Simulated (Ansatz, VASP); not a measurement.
**One calculation of Ga2P3, two programs**

Contents of INCAR:

```
SYSTEM = Ga2P3
ALGO = Normal ; EDIFF = 1E-6
EDIFFG = -0.01 ; ENCUT = 600
GGA = PE ; IBRION = 2
ISIF = 3 ; ISMEAR = 0
LASPH = .True. ; LCHARG = .False.
LREAL = .False. ; LWAVE = .False.
NELM = 80 ; NSW = 100
PREC = Accurate ; SIGMA = 0.1
```

File KPOINTS:

```
k-points
0
Gamma
  8 8 8
  0 0 0
```

File POSCAR:

```
Ga2P3
1.0
    4.7014581206      0.0000000000      0.0000000000
    0.0000000000      4.7014581206      0.0000000000
    0.0000000000      0.0000000000      4.7014581206
Ga P
2 3
Direct
    0.0000000000      0.0000000000      0.0000000000
    0.5000000000      0.5000000000      0.5000000000
    0.0000000000      0.5000000000      0.5000000000
    0.5000000000      0.0000000000      0.5000000000
    0.5000000000      0.5000000000      0.0000000000
```

Input for Ansatz:

```yaml
crystal:
  lattice:
    - [4.7014581206, 0.0, 0.0]
    - [0.0, 4.7014581206, 0.0]
    - [0.0, 0.0, 4.7014581206]
  atoms:
    - { symbol: Ga, position: [0.0, 0.0, 0.0] }
    - { symbol: Ga, position: [0.5, 0.5, 0.5] }
    - { symbol: P, position: [0.0, 0.5, 0.5] }
    - { symbol: P, position: [0.5, 0.0, 0.5] }
    - { symbol: P, position: [0.5, 0.5, 0.0] }
basis:
  ecutwfc: 420
kpoints:
  mp_grid: { grid: [8, 8, 8] }
hamiltonian:
  xc: pbe
scf:
  occupations: { method: gaussian, width: 0.1 }
output:
  forces: true
  stress: true
  eigenvalues: true
relax:
  adjacent_minimum: "off"
  f_tol: 0.01
  max_steps: 80
  cell: { stress_tol: 0.05 }
```

Alike in both runs: task relaxation of cell and atoms; functional PBE; k mesh 8 × 8 × 8; occupations gaussian, width 0.1 eV; no spin polarisation.

```csv
,VASP,Ansatz
version,VASP 6.6.1,Ansatz 0.2.0
potentials or method,"VASP PAW PBE potentials, release 64 (Ga_d, P), cutoff 600 eV","scalar-relativistic, plane waves, PAW"
valence electrons in the cell,41,41
```

|  | VASP | Ansatz | Ansatz less VASP |
| --- | --- | --- | --- |
| gap on the k mesh at the Fermi level, each at its own relaxed structure (eV) | none | none | - |
| relaxed volume (Å³/atom) | 21.49 | 21.49 | +0.001 |
| relaxed cell length with the largest relative difference (Å) | 4.754 | 4.754 | +0.0001 |

A gap of «none» marks a metal or a gap that the smearing closes.
